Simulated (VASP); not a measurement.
# KI (I4mm) in VASP: further runs

KI is run at these levels: LDA; tasks: single point.

Everything below comes from runs of VASP 6.6.1. Logs are shortened: lines on timing, memory, paths and dates and some standing lists are left out, and cuts for length are marked.

## Step 1: The cell of the first run

The structure is tetragonal, space group I4mm (No. 107). The conventional cell has a = 4.631 Å, b = 4.631 Å, c = 6.822 Å, α = 90.00°, β = 90.00°, γ = 90.00°. K (site symmetry 4mm) has 6 I at 3.28 to 3.54 Å within 4.3 Å. Within 4.3 Å of I (site symmetry 4mm) lie 6 K at 3.28 to 3.54 Å.

## Step 2: Single point, LDA (atoms displaced along a vibrational mode, the cell strained)

Input file INCAR:

```
SYSTEM = KI
PREC = Accurate
ENCUT = 520
EDIFF = 1E-6
ISMEAR = 0
SIGMA = 0.05
LREAL = .False.
LASPH = .True.
NELM = 80
ALGO = Normal
ISIF = 2
LWAVE = .False.
LCHARG = .True.
LELF = .True.
LVHAR = .True.
NBANDS = 15
```

Input file KPOINTS:

```
regular mesh
0
Gamma
  6 6 6
  0 0 0
```

Input file POSCAR:

```
KI
1.0
    0.0000000000      3.2744937442      3.4109309835
    3.2744937442      0.0000000000      3.4109309835
    3.2744937442      3.2744937442      0.0000000000
K I
1 1
Direct
   -0.0144828495     -0.0144828495      0.0144828495
    0.5044620555      0.5044620555      0.4955379445
```

Potentials or basis: VASP PAW LDA potentials, release 64 (K_sv, I).

Started as:

```
$ cat potpaw_LDA.64/K_sv/POTCAR potpaw_LDA.64/I/POTCAR > POTCAR
$ mpirun -np 1 vasp_std > vasp.out
```

OUTCAR:

```text
SYSTEM = KI
   PREC = Accurate
   ENCUT = 520
   EDIFF = 1E-6
   ISMEAR = 0
   LREAL = .False.
   LASPH = .True.
   NELM = 80
   ISIF = 2

 ion  position               nearest neighbor table
   1  0.986  0.986  0.014-   2 3.28   2 3.28   2 3.28   2 3.28   2 3.28   2 3.54
   2  0.504  0.504  0.496-   1 3.28   1 3.28   1 3.28   1 3.28   1 3.28   1 3.54

  LATTYP: Found a body centered tetragonal cell.
 ALAT       =     4.6308334630
 C/A-ratio  =     1.4731391275

  Lattice vectors:

 A1 = (  -3.2744937442,   0.0000000000,   3.4109309835)
 A2 = (   3.2744937442,   0.0000000000,   3.4109309835)
 A3 = (   0.0000000000,   3.2744937442,  -3.4109309835)

Analysis of symmetry for initial positions (statically):
=====================================================================
 Subroutine PRICEL returns:
 Original cell was already a primitive cell.

 Routine SETGRP: Setting up the symmetry group for a
 body centered tetragonal supercell.

 Subroutine GETGRP returns: Found  8 space group operations
 (whereof  8 operations were pure point group operations)
 out of a pool of 16 trial point group operations.

The static configuration has the point symmetry C_4v.

Analysis of symmetry for dynamics (positions and initial velocities):
=====================================================================
 Subroutine PRICEL returns:
 Original cell was already a primitive cell.

 Routine SETGRP: Setting up the symmetry group for a
 body centered tetragonal supercell.

 Subroutine GETGRP returns: Found  8 space group operations
 (whereof  8 operations were pure point group operations)
 out of a pool of 16 trial point group operations.

The dynamic configuration has the point symmetry C_4v.

 Subroutine INISYM returns: Found  8 space group operations
 (whereof  8 operations are pure point group operations),
 and found     1 'primitive' translations

----------------------------------------------------------------------------------------

                                     Primitive cell

  volume of cell :      73.1461

  direct lattice vectors                    reciprocal lattice vectors
     0.000000000  3.274493744  3.410930984    -0.152695360  0.152695360  0.146587545
     3.274493744  0.000000000  3.410930984     0.152695360 -0.152695360  0.146587545
     3.274493744  3.274493744  0.000000000     0.152695360  0.152695360 -0.146587545

  length of vectors
     4.728293503  4.728293503  4.630833463     0.260997422  0.260997422  0.260997422

  position of ions in fractional coordinates (direct lattice)
     0.985517151  0.985517151  0.014482849
     0.504462055  0.504462055  0.495537945

  ion indices of the primitive-cell ions
[... 89 lines left out ...]
   EFERMI =   0.00;   METHOD = LEGACY
   ISMEAR =     0;   SIGMA  =   0.05  broadening in eV -4-tet -1-fermi 0-gaus
   EFERMI_NEDOS =   21; number of points for ismear=-14 and -15
   IALGO  =     38    algorithm
   IMIX   =      4    mixing-type and parameters
     AMIX     =   0.40;   BMIX     =  1.00
     AMIX_MAG =   1.60;   BMIX_MAG =  1.00
  volume/ion in A,a.u.               =      36.57       246.81
  Fermi-wavevector in a.u.,A,eV,Ry     =   0.986395  1.864017 13.238143  0.972976
  Thomas-Fermi vector in A             =   2.117773
   LORBIT       =      0    0 simple, 1 ext, 2 COOP (PROOUT), +10 PAW based schemes
   GGA     = CA    functional components
   LHFCALC =     F    Hartree Fock is set to
   AEXX    =    0.0000 exact exchange contribution
   IVDW    =     0    specifies the selected vdW correction
   LEPSILON=     F    determine dielectric tensor
   LRPA    =     F    only Hartree local field effects (RPA)
 non-spin polarized calculation
 Gauss-broadening in eV      SIGMA  =   0.05
  energy-cutoff  :      520.00
  volume of cell :       73.15
 maximum number of plane-waves:      1984
   NGX = 17   NGY = 17   NGZ = 17

 number of electron      16.0000000 magnetization

 Free energy of the ion-electron system (eV)
  ---------------------------------------------------
  ext. energy  EPLUGINS =         0.00000000
  ---------------------------------------------------
  free energy    TOTEN  =        -6.11098565 eV

  energy without entropy =       -6.11098565  energy(sigma->0) =       -6.11098565

 E-fermi :   0.7540     XC(G=0):  -8.3680

 val. band max:        0.5085814307   @ k =   0.0000   0.0000   0.0000
 cond. band min:       4.5912498078   @ k =   0.0000   0.0000   0.0000
 fundamental gap:      4.0826683771
 Fermi energy:         0.7540304536

 k-point     1 :       0.0000    0.0000    0.0000
  band No.  band energies     occupation
      1     -27.3909      2.00000
      2     -11.1556      2.00000
      3     -11.1556      2.00000
      4     -11.1463      2.00000
      5     -10.4114      2.00000
      6       0.4579      2.00000
      7       0.5086      2.00000
      8       0.5086      2.00000
      9       4.5912      0.00000
     10       6.4565      0.00000
     11       6.7442      0.00000
     12       6.7442      0.00000
     13       7.4887      0.00000
     14       7.6327      0.00000
[... 401 lines left out ...]
      2     -11.3604      2.00000
      3     -11.2192      2.00000
      4     -11.1826      2.00000
      5     -10.0176      2.00000
      6      -0.8246      2.00000
      7      -0.2576      2.00000
      8      -0.0358      2.00000
      9       5.3175      0.00000
     10       6.9817      0.00000
     11       8.4880      0.00000
     12       8.8044      0.00000
     13       9.7229      0.00000
     14       9.9412      0.00000
     15      10.8415      0.00000

 [... further k-points ...]

------------------------ aborting loop because EDIFF is reached ----------------------------------------

  FORCE on cell =-STRESS in cart. coord.  units (eV):
  Direction    XX          YY          ZZ          XY          YZ          ZX
  --------------------------------------------------------------------------------------
  -------------------------------------------------------------------------------------
  Total        1.0939738      1.0939738      0.3347141      0.0000000     -0.0000000     -0.0000000
  in kB       23.9621758     23.9621758      7.3315085      0.0000000     -0.0000000     -0.0000000
  external PRESSURE =      18.4186200 kB  Pullay stress =       0.0000000 kB

 VOLUME and BASIS-vectors are now :
 -----------------------------------------------------------------------------
  energy-cutoff  :      520.00
  volume of cell :       73.15
      direct lattice vectors                 reciprocal lattice vectors
     0.000000000  3.274493744  3.410930984    -0.152695360  0.152695360  0.146587545
     3.274493744  0.000000000  3.410930984     0.152695360 -0.152695360  0.146587545
     3.274493744  3.274493744  0.000000000     0.152695360  0.152695360 -0.146587545

 POSITION                                       TOTAL-FORCE (eV/Angst)
 -----------------------------------------------------------------------------------
      3.27449      3.27449      6.72306         0.000000      0.000000      0.174105
      3.27449      3.27449      3.44137         0.000000      0.000000     -0.174105
 -----------------------------------------------------------------------------------
    total drift:                                0.000000      0.000000      0.000006

  FREE ENERGIE OF THE ION-ELECTRON SYSTEM (eV)
  ---------------------------------------------------
  free  energy   TOTEN  =        -6.1109856484 eV

  energy  without entropy=       -6.1109856484  energy(sigma->0) =       -6.11098565
```

stdout:

```text
POSCAR found type information on POSCAR K I
 POSCAR found :  2 types and       2 ions
 scaLAPACK will be used
 LDA part: xc-table for (Slater(with rela. corr.)+CA(PZ))
 , standard interpolation
 POSCAR, INCAR and KPOINTS ok, starting setup
 FFT: planning ... GRIDC
 FFT: planning ... GRID_SOFT
 FFT: planning ... GRID
 WAVECAR not read
 entering main loop
```

Wall time 79 s (1 thread of Intel Xeon 8259CL, shared host); peak memory 0.19 GiB.

Results:

| Quantity | Value |
| --- | --- |
| Free energy | -6.1110 eV |
| Pressure | 1.8 GPa |
| Largest force | 0.174 eV/Å |
| Band gap on the k mesh | 4.08 eV |

Forces on the atoms (eV/Å):
```
K    0.000  0.000  0.174
I    0.000  0.000 -0.174
```

Levels at points of the mesh, in eV from the valence-band top:
```
           k point  band 6  band 7  band 8  band 9  band 10  band 11
(0.00, 0.00, 0.00)   -0.05    0.00    0.00    4.08     5.95     6.24
(0.50, 0.00, 0.00)   -1.90   -0.58   -0.55    5.41     7.77     8.24
(0.50, 0.50, 0.00)   -1.41   -0.44   -0.44    4.31     5.94     8.03
(0.50, 0.00, 0.50)   -1.33   -0.56   -0.52    4.30     5.91     8.13
```

Caveat: the cell differs from its parent crystal (atoms displaced along a vibrational mode, the cell strained); spin-orbit coupling is left out, which moves the levels of the heavy elements. A k mesh can miss the band edges.

## Step 3: Single point, LDA (atoms displaced along a vibrational mode, the cell strained)

Input file INCAR:

```
SYSTEM = KI
PREC = Accurate
ENCUT = 520
EDIFF = 1E-6
ISMEAR = 0
SIGMA = 0.05
LREAL = .FALSE.
LASPH = .TRUE.
NELM = 80
ALGO = Normal
ISIF = 2
LWAVE = .FALSE.
LCHARG = .TRUE.
LELF = .TRUE.
LVHAR = .TRUE.
NBANDS = 15
```

Input file KPOINTS:

```
regular mesh
0
G
  6 6 6
  0 0 0
```

Input file POSCAR:

```
KI
1.0
    0.0000000000      3.2744937442      3.4109309835
    3.2744937442      0.0000000000      3.4109309835
    3.2744937442      3.2744937442      0.0000000000
K I
1 1
Direct
   -0.0724142474     -0.0724142474      0.0724142474
    0.5223102777      0.5223102777      0.4776897223
```

Potentials or basis: VASP PAW LDA potentials, release 64 (K_sv, I).

Started as:

```
$ cat potpaw_LDA.64/K_sv/POTCAR potpaw_LDA.64/I/POTCAR > POTCAR
$ mpirun -np 1 vasp_std > vasp.out
```

Wall time 77 s (1 thread of Intel Xeon 8259CL, shared host); peak memory 0.19 GiB.

It converged, with:

* Free energy: -5.6548 eV
* Pressure: 4.8 GPa
* Largest force: 2.123 eV/Å
* Band gap on the k mesh: 4.16 eV

Forces on the atoms (eV/Å):
```
K    0.000  0.000  2.123
I    0.000  0.000 -2.123
```

Stress tensor (GPa, compression positive):
```
 1.24  0.00  0.00
 0.00  1.24  0.00
 0.00  0.00 11.91
```

Levels at points of the mesh, in eV from the valence-band top:
```csv
k point,band 4,band 5,band 6,band 7,band 8,band 9,band 10,band 11,band 12,band 13
"(0.00, 0.00, 0.00)",-11.50,-10.59,-0.05,-0.05,0.00,4.16,6.29,6.74,6.74,7.38
"(0.50, 0.00, 0.00)",-11.51,-9.97,-1.73,-0.39,-0.31,5.35,7.24,8.16,8.51,8.57
"(0.50, 0.50, 0.00)",-11.55,-10.14,-1.09,-0.31,-0.31,4.47,5.83,7.66,8.44,9.47
"(0.50, 0.00, 0.50)",-11.55,-10.25,-1.22,-0.70,-0.30,4.90,5.84,8.35,9.26,9.34
```

Caveat: the cell differs from its parent crystal (atoms displaced along a vibrational mode, the cell strained); the cell stands under pressure; spin-orbit coupling is left out, which moves the levels of the heavy elements; forces of over 1 eV/Å act on the atoms, so gaps and moduli don't describe the material at rest. A k mesh can miss the band edges.

## Step 4: Single point, LDA (atoms displaced along a vibrational mode, the cell strained)

Input file INCAR:

```
SYSTEM = KI
PREC = Accurate ; ENCUT = 520
EDIFF = 1E-7 ; ISMEAR = 0
SIGMA = 0.05 ; LREAL = .FALSE.
LASPH = .TRUE. ; NELM = 80
ALGO = Normal ; ISIF = 2
LWAVE = .FALSE. ; LCHARG = .FALSE.
GGA = CA ; NBANDS = 15
```

KPOINTS is that of step 3.

Input file POSCAR:

```
KI
1.0
    0.0000000000      3.2744937442      3.4109309835
    3.2744937442      0.0000000000      3.4109309835
    3.2744937442      3.2744937442      0.0000000000
K I
1 1
Direct
   -0.0434485484     -0.0434485484      0.0434485484
    0.5133861666      0.5133861666      0.4866138334
```

Started as:

```
$ cat potpaw_LDA.64/K_sv/POTCAR potpaw_LDA.64/I/POTCAR > POTCAR
$ mpirun -np 1 vasp_std > vasp.out
```

It took 84 s on 1 thread of Intel Xeon 8259CL, shared host; peak memory 0.19 GiB.

The run converged. Its results:

```yaml
Free_energy: -6.0014 eV
Pressure: 2.7 GPa
Largest_force: 0.752 eV/Å
Band_gap_on_the_k_mesh: 4.13 eV
```

Forces on the atoms (eV/Å):
```
K    0.000  0.000  0.752
I    0.000  0.000 -0.752
```

Stress tensor (GPa, compression positive):
```
1.98 0.00 0.00
0.00 1.98 0.00
0.00 0.00 4.00
```

Levels at points of the mesh, in eV from the valence-band top:
| k point | band 5 | band 6 | band 7 | band 8 | band 9 | band 10 | band 11 | band 12 |
| --- | --- | --- | --- | --- | --- | --- | --- | --- |
| (0.00, 0.00, 0.00) | -10.81 | -0.04 | 0.00 | 0.00 | 4.13 | 6.08 | 6.43 | 6.43 |
| (0.50, 0.00, 0.00) | -10.13 | -1.82 | -0.48 | -0.48 | 5.40 | 7.47 | 8.34 | 8.41 |
| (0.50, 0.50, 0.00) | -10.48 | -1.30 | -0.38 | -0.38 | 4.39 | 5.95 | 8.13 | 8.18 |
| (0.50, 0.00, 0.50) | -10.52 | -1.27 | -0.59 | -0.45 | 4.53 | 5.90 | 8.23 | 9.21 |

Caveat: the cell differs from its parent crystal (atoms displaced along a vibrational mode, the cell strained); spin-orbit coupling is left out, which moves the levels of the heavy elements. A k mesh can miss the band edges.

## Step 5: Single point, LDA (atoms displaced along a vibrational mode, the cell strained)

Input file INCAR:

```
SYSTEM = KI
PREC = Accurate
ENCUT = 520
EDIFF = 1E-6
ISMEAR = 0
SIGMA = 0.05
LREAL = .False.
LASPH = .True.
NELM = 100
ALGO = Normal
ISIF = 2
LWAVE = .False.
LCHARG = .False.
NBANDS = 15
```

Input file KPOINTS:

```
regular mesh
0
Gamma
  6 6 6
  0 0 0
```

Input file POSCAR:

```
KI
1.0
    0.0000000000      3.2744937442      3.4109309835
    3.2744937442      0.0000000000      3.4109309835
    3.2744937442      3.2744937442      0.0000000000
K I
1 1
Direct
   -0.0579313979     -0.0579313979      0.0579313979
    0.5178482222      0.5178482222      0.4821517778
```

Started as:

```
$ cat potpaw_LDA.64/K_sv/POTCAR potpaw_LDA.64/I/POTCAR > POTCAR
$ mpirun -np 1 vasp_std > vasp.out
```

Wall time 80 s (1 thread of Intel Xeon 8259CL, shared host); peak memory 0.19 GiB.

The run converged. Its results:

```yaml
Free_energy: -5.8718 eV
Pressure: 3.5 GPa
Largest_force: 1.293 eV/Å
Band_gap_on_the_k_mesh: 4.17 eV
```

Forces in eV/Å, atoms in the order of the input:
```
K    0.000  0.000  1.293
I    0.000  0.000 -1.293
```

Stress tensor (GPa, compression positive):
```
1.64 0.00 0.00
0.00 1.64 0.00
0.00 0.00 7.22
```

Levels at points of the mesh, in eV from the valence-band top:
```tsv
k point	band 5	band 6	band 7	band 8	band 9	band 10	band 11	band 12
(0.00, 0.00, 0.00)	-10.69	-0.01	0.00	0.00	4.17	6.20	6.59	6.59
(0.50, 0.00, 0.00)	-10.05	-1.76	-0.41	-0.39	5.40	7.36	8.27	8.49
(0.50, 0.50, 0.00)	-10.30	-1.19	-0.33	-0.33	4.45	5.93	7.89	8.32
(0.50, 0.00, 0.50)	-10.38	-1.23	-0.62	-0.37	4.72	5.90	8.31	9.28
```

Caveat: the cell differs from its parent crystal (atoms displaced along a vibrational mode, the cell strained); the cell stands under pressure; spin-orbit coupling is left out, which moves the levels of the heavy elements; forces of over 1 eV/Å act on the atoms, so gaps and moduli don't describe the material at rest.

## Step 6: Summary

```tsv
cell	gap on the mesh (eV)	pressure (GPa)	largest force (eV/Å)
as given, atomic positions A	4.08	1.8	0.17
as given, atomic positions B	4.16	4.8	2.12
as given, atomic positions C	4.13	2.7	0.75
as given, atomic positions D	4.17	3.5	1.29
```

Alike in all rows: task single point; level LDA; potentials or basis VASP PAW LDA potentials, release 64 (K_sv, I); no spin polarisation; k mesh 6 × 6 × 6; cutoff (eV) 520; smearing gaussian 0.05 eV.

Caveats: spin-orbit coupling is left out, which moves the levels of the heavy elements; the cell stands under pressure (at least some runs); forces of over 1 eV/Å act on the atoms, so gaps and moduli don't describe the material at rest (at least some runs).

Total energies depend on the potentials used, so only differences within one code and one set of settings carry meaning.
